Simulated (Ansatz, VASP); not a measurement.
TaHg2: VASP beside Ansatz

File INCAR:

```
PREC = Accurate
ENCUT = 600
EDIFF = 1E-6
ISMEAR = 0
SIGMA = 0.1
LREAL = False
LASPH = True
NELM = 60
ALGO = Fast
ISIF = 3
LWAVE = False
LCHARG = False
GGA = PE
IBRION = 2
NSW = 100
EDIFFG = -0.01
```

KPOINTS

```
regular mesh
0
Gamma
  18 18 6
```

POSCAR

```
TaHg2
1.0
    3.0756132336      0.0000000000      0.0000000000
   -1.5378066168      2.6635591925      0.0000000000
    0.0000000000      0.0000000000      7.4632544616
Ta Hg
1 2
Direct
    0.0000000000      0.0000000000      0.0000000000
    0.3333333333      0.6666666667      0.3240244939
    0.6666666667      0.3333333333      0.6759755061
```

Input for Ansatz:

```yaml
crystal:
  lattice:
    - [3.0756132336, 0.0, 0.0]
    - [-1.5378066168, 2.6635591925, 0.0]
    - [0.0, 0.0, 7.4632544616]
  atoms:
    - { symbol: Ta, position: [0.0, 0.0, 0.0] }
    - { symbol: Hg, position: [0.3333333333, 0.6666666667, 0.3240244939] }
    - { symbol: Hg, position: [0.6666666667, 0.3333333333, 0.6759755061] }
basis:
  ecutwfc: 420
kpoints:
  mp_grid: { grid: [18, 18, 6] }
hamiltonian:
  xc: pbe
scf:
  occupations: { method: gaussian, width: 0.1 }
output:
  forces: true
  stress: true
  eigenvalues: true
relax:
  adjacent_minimum: "off"
  f_tol: 0.01
  max_steps: 80
  cell: { stress_tol: 0.05 }
```

Alike in both runs: task relaxation of cell and atoms; functional PBE; k mesh 18 × 18 × 6; occupations gaussian, width 0.1 eV; no spin polarisation.

```csv
,VASP,Ansatz
version,VASP 6.6.1,Ansatz 0.2.0
potentials or method,"VASP PAW PBE potentials, release 64 (Ta_pv, Hg), cutoff 600 eV","scalar-relativistic, plane waves, PAW"
valence electrons in the cell,35,53
```

```csv
,VASP,Ansatz,Ansatz less VASP
"gap on the k mesh at the Fermi level, each at its own relaxed structure (eV)",none,none,-
relaxed volume (Å³/atom),20.51,20.40,-0.109
relaxed length of the cell vector where the two differ most in proportion (Å),7.474,7.444,-0.0291
```

A gap of «none» marks a metal or a gap that the smearing closes. VASP's potentials hold 35 valence electrons a cell and Ansatz's 53, so a difference there can come from the potentials and not from the codes.

Spin-orbit coupling is off throughout.
